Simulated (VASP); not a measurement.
# W: single point with LDA

Crystal: W.

```
W
1.0
    -1.92764    1.92782    1.35914
     1.92782   -1.92764    1.35914
     3.23976    3.23976   -1.35881
W
2
Direct
  0.00002 0.99998 0.00000
  0.74998 0.25002 0.50000
```

| Item | Value |
| --- | --- |
| Program | VASP 6.6.1 |
| Task | single point |
| Functional | LDA |
| Potentials or basis | VASP PAW LDA potentials, release 64 (W_sv) |
| Cutoff | 520 eV |
| k mesh | 15 × 15 × 8 |
| Occupations | fermi-dirac, width 0.1 eV |
| Spin | no spin polarisation |
| Dipole correction | no |
| Further INCAR settings | ALGO = Normal; EDIFF = 1e-07; NBANDS = 21 |

- Pressure: -19.5 GPa
- Band gap on the k mesh: zero (bands 14 and 15 overlap by 1.06 eV)

Stress tensor (GPa, compression positive):
```
-19.40  -1.12  -0.01
 -1.12 -19.40  -0.01
 -0.01  -0.01 -19.54
```

Levels at points of the mesh, in eV from the Fermi level:
```
           k point  band 11  band 12  band 13  band 14  band 15  band 16  band 17  band 18
(0.00, 0.00, 0.00)    -2.23    -1.91    -0.69     0.65     0.86     1.12     1.23     2.69
(0.00, 0.00, 0.50)    -1.91    -1.91    -1.49    -1.49     0.71     0.71     1.69     1.69
```

It took 6.2 min on 1 thread of Intel Xeon 8259CL, on a shared host, peak memory 0.36 GiB.

Caveat: the cell stands under tension; spin-orbit coupling is left out, which moves the levels of the heavy elements.
